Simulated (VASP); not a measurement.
# Ga (I4/mmm) in VASP: notebook

Ga is run at these levels: PBE; tasks: electric field gradients.

All numbers are computed with VASP 6.6.1; they aren't measurements. Logs are shortened: lines on timing, memory, paths and dates and some standing lists are left out, and cuts for length are marked.

## (1) The cell of the first run

The structure is tetragonal, space group I4/mmm (No. 139). The conventional cell has a = 2.836 Å, b = 2.836 Å, c = 4.502 Å, α = 90.00°, β = 90.00°, γ = 90.00°. Ga (site symmetry 4/mmm) has 12 Ga at 2.84 to 3.01 Å within 3.7 Å.

## (2) Electric field gradients, PBE (18.10 Å³/atom)

Input file INCAR:

```
SYSTEM = Ga
  ALGO = Normal
  EDIFF = 1E-8
  ENCUT = 520
  GGA = PE
  ISIF = 2
  ISMEAR = -1
  LASPH = .True.
  LCHARG = .False.
  LEFG = .True.
  LREAL = .False.
  LWAVE = .False.
  NBANDS = 12
  NELM = 60
  PREC = Accurate
  SIGMA = 0.03
```

Input file KPOINTS:

```
k-points
0
Gamma
  16 16 16
  0 0 0
```

Input file POSCAR:

```
Ga
1.0
   -1.4179018942      1.4179018942      2.2510707423
    1.4179018942     -1.4179018942      2.2510707423
    1.4179018942      1.4179018942     -2.2510707423
Ga
1
Direct
    0.0000000000      0.0000000000      0.0000000000
```

Potentials or basis: VASP PAW PBE potentials, release 64 (Ga_d).

Command:

```sh
cat potpaw_PBE.64/Ga_d/POTCAR > POTCAR
mpirun -np 1 vasp_std > vasp.out
```

OUTCAR:

```text
SYSTEM = Ga
   EDIFF = 1E-8
   ENCUT = 520
   GGA = PE
   ISIF = 2
   ISMEAR = -1
   LASPH = .True.
   LREAL = .False.
   NELM = 60
   PREC = Accurate

 ion  position               nearest neighbor table
   1  0.000  0.000  0.000-

  LATTYP: Found a body centered tetragonal cell.
 ALAT       =     2.8358037884
 C/A-ratio  =     1.5876068376

  Lattice vectors:

 A1 = (  -1.4179018942,   1.4179018942,   2.2510707423)
 A2 = (   1.4179018942,  -1.4179018942,   2.2510707423)
 A3 = (   1.4179018942,   1.4179018942,  -2.2510707423)

Analysis of symmetry for initial positions (statically):
=====================================================================
 Subroutine PRICEL returns:
 Original cell was already a primitive cell.

 Routine SETGRP: Setting up the symmetry group for a
 body centered tetragonal supercell.

 Subroutine GETGRP returns: Found 16 space group operations
 (whereof 16 operations were pure point group operations)
 out of a pool of 16 trial point group operations.

The static configuration has the point symmetry D_4h.

Analysis of symmetry for dynamics (positions and initial velocities):
=====================================================================
 Subroutine PRICEL returns:
 Original cell was already a primitive cell.

 Routine SETGRP: Setting up the symmetry group for a
 body centered tetragonal supercell.

 Subroutine GETGRP returns: Found 16 space group operations
 (whereof 16 operations were pure point group operations)
 out of a pool of 16 trial point group operations.

The dynamic configuration has the point symmetry D_4h.

 Subroutine INISYM returns: Found 16 space group operations
 (whereof 16 operations are pure point group operations),
 and found     1 'primitive' translations

----------------------------------------------------------------------------------------

                                     Primitive cell

  volume of cell :      18.1026

  direct lattice vectors                    reciprocal lattice vectors
    -1.417901894  1.417901894  2.251070742     0.000000000  0.352633706  0.222116520
     1.417901894 -1.417901894  2.251070742     0.352633706  0.000000000  0.222116520
     1.417901894  1.417901894 -2.251070742     0.352633706  0.352633706  0.000000000

  length of vectors
     3.014665993  3.014665993  3.014665993     0.416756859  0.416756859  0.498699370
[... 123 lines left out ...]

  energy without entropy =       -2.88544248  energy(sigma->0) =       -2.88565700

 E-fermi :   5.9487     XC(G=0): -11.2258

 val. band max:        5.9069093814   @ k =  -0.3750   0.0625   0.0000
 cond. band min:       5.9986097328   @ k =   0.2500   0.2500   0.1875
 fundamental gap:      0.0917003514
 Fermi energy:         5.9487298205

 k-point     1 :       0.0000    0.0000    0.0000
  band No.  band energies     occupation
      1      -9.0780      2.00000
      2      -8.9554      2.00000
      3      -8.9554      2.00000
      4      -8.9346      2.00000
      5      -8.8034      2.00000
      6      -5.4181      2.00000
      7      18.6384      0.00000
      8      18.6384      0.00000
      9      18.6595      0.00000
     10      22.1351      0.00000
     11      22.2008      0.00000
     12      22.7823      0.00000
[... 331 lines left out ...]
 k-point    24 :      -0.0625    0.0625    0.0000
  band No.  band energies     occupation
      1      -9.0637      2.00000
      2      -8.9633      2.00000
      3      -8.9493      2.00000
      4      -8.9299      2.00000
      5      -8.8102      2.00000
      6      -5.2695      2.00000
      7      17.5336      0.00000
      8      17.8108      0.00000
      9      18.1239      0.00000
     10      20.4517      0.00000
     11      23.4931      0.00000
     12      23.4997      0.00000

 [... further k-points ...]

------------------------ aborting loop because EDIFF is reached ----------------------------------------

  FORCE on cell =-STRESS in cart. coord.  units (eV):
  Direction    XX          YY          ZZ          XY          YZ          ZX
  --------------------------------------------------------------------------------------
  -------------------------------------------------------------------------------------
  Total        0.3218535      0.3218535      0.2386832      0.0000000     -0.0000000      0.0000000
  in kB       28.4857276     28.4857276     21.1247156      0.0000000     -0.0000000      0.0000000
  external PRESSURE =      26.0320569 kB  Pullay stress =       0.0000000 kB

 VOLUME and BASIS-vectors are now :
 -----------------------------------------------------------------------------
  energy-cutoff  :      520.00
  volume of cell :       18.10
      direct lattice vectors                 reciprocal lattice vectors
    -1.417901894  1.417901894  2.251070742     0.000000000  0.352633706  0.222116520
     1.417901894 -1.417901894  2.251070742     0.352633706  0.000000000  0.222116520
     1.417901894  1.417901894 -2.251070742     0.352633706  0.352633706  0.000000000

 POSITION                                       TOTAL-FORCE (eV/Angst)
 -----------------------------------------------------------------------------------
      0.00000      0.00000      0.00000         0.000000      0.000000      0.000000
 -----------------------------------------------------------------------------------
    total drift:                                0.000000      0.000000      0.000000

  FREE ENERGIE OF THE ION-ELECTRON SYSTEM (eV)
  ---------------------------------------------------
  free  energy   TOTEN  =        -2.8858715216 eV

  energy  without entropy=       -2.8854424831  energy(sigma->0) =       -2.88565700

 Electric field gradients (V/A^2)
---------------------------------------------------------------------
 ion       V_xx      V_yy      V_zz      V_xy      V_xz      V_yz
---------------------------------------------------------------------
   1      -9.987    -9.987    19.973    -0.003    -0.002    -0.002
---------------------------------------------------------------------

 Electric field gradients after diagonalization (V/A^2)
 (convention: |V_zz| > |V_xx| > |V_yy|)
----------------------------------------------------------------------
 ion       V_xx      V_yy      V_zz     asymmetry (V_yy - V_xx)/ V_zz
----------------------------------------------------------------------
   1      -9.989    -9.984    19.973       0.000
----------------------------------------------------------------------

           NMR quadrupolar parameters

 Cq : quadrupolar parameter    Cq=e*Q*V_zz/h
 eta: asymmetry parameters     (V_yy - V_xx)/ V_zz
 Q  : nuclear electric quadrupole moment in mb (millibarn)
----------------------------------------------------------------------
 ion       Cq(MHz)       eta       Q (mb)
----------------------------------------------------------------------
   1       0.048       0.000       1.000
----------------------------------------------------------------------
```

Run time: 47 s. Hardware: 1 thread of Intel Xeon Platinum 8488C (Sapphire Rapids), shared host; peak memory 0.19 GiB.

Results:

```
Free energy                             : -2.8859 eV
Pressure                                : 2.6 GPa
Band gap on the k mesh                  : zero (an odd number of electrons rules out a gap without spin polarisation)
Largest electric field gradient by atom : Ga +20.0 V/Å²
```

Stress tensor (GPa, compression positive):
```
2.85 0.00 0.00
0.00 2.85 0.00
0.00 0.00 2.11
```

Electric field gradients, principal values (V/Å²):
```
atom   least  middle  greatest (by size)
1 Ga  -9.984  -9.989              19.973
```

Caveat: without QUAD_EFG the Cq values of the log hold for a quadrupole moment of 1 mb, not for the nuclei.

## (3) Electric field gradients, PBE (18.63 Å³/atom)

This run uses another cell than the first one, of 18.63 Å³/atom.

Input file INCAR:

```
SYSTEM = Ga
ALGO = Normal
EDIFF = 1E-8
ENCUT = 520
GGA = PE
ISIF = 2
ISMEAR = -1
LASPH = .TRUE.
LCHARG = .FALSE.
LEFG = .TRUE.
LREAL = .FALSE.
LWAVE = .FALSE.
NBANDS = 12
NELM = 60
PREC = Accurate
SIGMA = 0.03
```

Input file KPOINTS:

```
k-points
0
G
  16 16 16
  0 0 0
```

Input file POSCAR:

```
Ga
1.0
   -1.4315364027      1.4315364027      2.2727169812
    1.4315364027     -1.4315364027      2.2727169812
    1.4315364027      1.4315364027     -2.2727169812
Ga
1
Direct
    0.0000000000      0.0000000000      0.0000000000
```

Potentials or basis: VASP PAW PBE potentials, release 64 (Ga_d).

Command:

```sh
cat potpaw_PBE.64/Ga_d/POTCAR > POTCAR
mpirun -np 1 vasp_std > vasp.out
```

OUTCAR:

```text
SYSTEM = Ga
   EDIFF = 1E-8
   ENCUT = 520
   GGA = PE
   ISIF = 2
   ISMEAR = -1
   LASPH = .TRUE.
   LREAL = .FALSE.
   NELM = 60
   PREC = Accurate

 ion  position               nearest neighbor table
   1  0.000  0.000  0.000-

  LATTYP: Found a body centered tetragonal cell.
 ALAT       =     2.8630728054
 C/A-ratio  =     1.5876068376

  Lattice vectors:

 A1 = (  -1.4315364027,   1.4315364027,   2.2727169812)
 A2 = (   1.4315364027,  -1.4315364027,   2.2727169812)
 A3 = (   1.4315364027,   1.4315364027,  -2.2727169812)

Analysis of symmetry for initial positions (statically):
=====================================================================
 Subroutine PRICEL returns:
 Original cell was already a primitive cell.

 Routine SETGRP: Setting up the symmetry group for a
 body centered tetragonal supercell.

 Subroutine GETGRP returns: Found 16 space group operations
 (whereof 16 operations were pure point group operations)
 out of a pool of 16 trial point group operations.

The static configuration has the point symmetry D_4h.

Analysis of symmetry for dynamics (positions and initial velocities):
=====================================================================
 Subroutine PRICEL returns:
 Original cell was already a primitive cell.

 Routine SETGRP: Setting up the symmetry group for a
 body centered tetragonal supercell.

 Subroutine GETGRP returns: Found 16 space group operations
 (whereof 16 operations were pure point group operations)
 out of a pool of 16 trial point group operations.

The dynamic configuration has the point symmetry D_4h.

 Subroutine INISYM returns: Found 16 space group operations
 (whereof 16 operations are pure point group operations),
[... 161 lines left out ...]
     12      22.2457      0.00000
[... 331 lines left out ...]
 k-point    24 :      -0.0625    0.0625    0.0000
  band No.  band energies     occupation
      1      -9.3063      2.00000
      2      -9.2127      2.00000
      3      -9.1997      2.00000
      4      -9.1823      2.00000
      5      -9.0700      2.00000
      6      -5.3222      2.00000
      7      16.9853      0.00000
      8      17.2424      0.00000
      9      17.5323      0.00000
     10      20.0042      0.00000
     11      22.8968      0.00000
     12      22.9131      0.00000

 [... further k-points ...]

------------------------ aborting loop because EDIFF is reached ----------------------------------------

  FORCE on cell =-STRESS in cart. coord.  units (eV):
  Direction    XX          YY          ZZ          XY          YZ          ZX
  --------------------------------------------------------------------------------------
  -------------------------------------------------------------------------------------
  Total        0.1279929      0.1279929      0.0599445      0.0000000      0.0000000      0.0000000
  in kB       11.0074357     11.0074357      5.1552513      0.0000000      0.0000000      0.0000000
  external PRESSURE =       9.0567076 kB  Pullay stress =       0.0000000 kB

 VOLUME and BASIS-vectors are now :
 -----------------------------------------------------------------------------
  energy-cutoff  :      520.00
  volume of cell :       18.63
      direct lattice vectors                 reciprocal lattice vectors
    -1.431536403  1.431536403  2.272716981     0.000000000  0.349275086  0.220000996
     1.431536403 -1.431536403  2.272716981     0.349275086  0.000000000  0.220000996
     1.431536403  1.431536403 -2.272716981     0.349275086  0.349275086  0.000000000

 POSITION                                       TOTAL-FORCE (eV/Angst)
 -----------------------------------------------------------------------------------
      0.00000      0.00000      0.00000         0.000000     -0.000000     -0.000000
 -----------------------------------------------------------------------------------
    total drift:                               -0.000000      0.000000      0.000000

  FREE ENERGIE OF THE ION-ELECTRON SYSTEM (eV)
  ---------------------------------------------------
  free  energy   TOTEN  =        -2.8915831965 eV

  energy  without entropy=       -2.8911933164  energy(sigma->0) =       -2.89138826

 Electric field gradients (V/A^2)
---------------------------------------------------------------------
 ion       V_xx      V_yy      V_zz      V_xy      V_xz      V_yz
---------------------------------------------------------------------
   1      -9.541    -9.541    19.082    -0.003    -0.001    -0.001
---------------------------------------------------------------------

 Electric field gradients after diagonalization (V/A^2)
 (convention: |V_zz| > |V_xx| > |V_yy|)
----------------------------------------------------------------------
 ion       V_xx      V_yy      V_zz     asymmetry (V_yy - V_xx)/ V_zz
----------------------------------------------------------------------
   1      -9.544    -9.538    19.082       0.000
----------------------------------------------------------------------

           NMR quadrupolar parameters

 Cq : quadrupolar parameter    Cq=e*Q*V_zz/h
 eta: asymmetry parameters     (V_yy - V_xx)/ V_zz
 Q  : nuclear electric quadrupole moment in mb (millibarn)
----------------------------------------------------------------------
 ion       Cq(MHz)       eta       Q (mb)
----------------------------------------------------------------------
   1       0.046       0.000       1.000
----------------------------------------------------------------------
```

stdout:

```text
POSCAR found type information on POSCAR Ga
 POSCAR found :  1 types and       1 ions
 scaLAPACK will be used
 LDA part: xc-table for (Slater+PW92), standard interpolation
 POSCAR, INCAR and KPOINTS ok, starting setup
 FFT: planning ... GRIDC
 FFT: planning ... GRID_SOFT
 FFT: planning ... GRID
 WAVECAR not read
 entering main loop
ion   1
```

Wall time 44 s (1 thread of Intel Xeon Platinum 8488C (Sapphire Rapids), shared host); peak memory 0.19 GiB.

What came out:

| Quantity | Value |
| --- | --- |
| Free energy | -2.8916 eV |
| Pressure | 0.9 GPa |
| Band gap on the k mesh | zero (an odd number of electrons rules out a gap without spin polarisation) |
| Largest electric field gradient by atom | Ga +19.1 V/Å² |

Stress tensor (GPa, compression positive):
```
1.10 0.00 0.00
0.00 1.10 0.00
0.00 0.00 0.52
```

Levels at points of the mesh, in eV from the Fermi level:
| k point | band 2 | band 3 | band 4 | band 5 | band 6 | band 7 | band 8 | band 9 | band 10 | band 11 |
| --- | --- | --- | --- | --- | --- | --- | --- | --- | --- | --- |
| (0.00, 0.00, 0.00) | -14.89 | -14.89 | -14.87 | -14.75 | -11.15 | 12.36 | 12.36 | 12.36 | 15.91 | 16.08 |
| (0.50, 0.00, 0.00) | -14.97 | -14.87 | -14.71 | -14.68 | -4.93 | -4.01 | 8.35 | 11.33 | 12.41 | 15.30 |
| (0.50, 0.50, 0.00) | -15.05 | -14.72 | -14.71 | -14.61 | -2.09 | -1.50 | 3.99 | 4.89 | 7.88 | 8.04 |
| (0.50, 0.50, 0.50) | -15.05 | -14.69 | -14.68 | -14.68 | -3.87 | -3.43 | 6.31 | 6.31 | 9.53 | 10.18 |

Electric field gradients, principal values (V/Å²):
| atom | least | middle | greatest (by size) |
| --- | --- | --- | --- |
| 1 Ga | -9.538 | -9.544 | 19.082 |

Caveat: without QUAD_EFG the Cq values of the log hold for a quadrupole moment of 1 mb, not for the nuclei.

(Continued in part 2 of 2.)
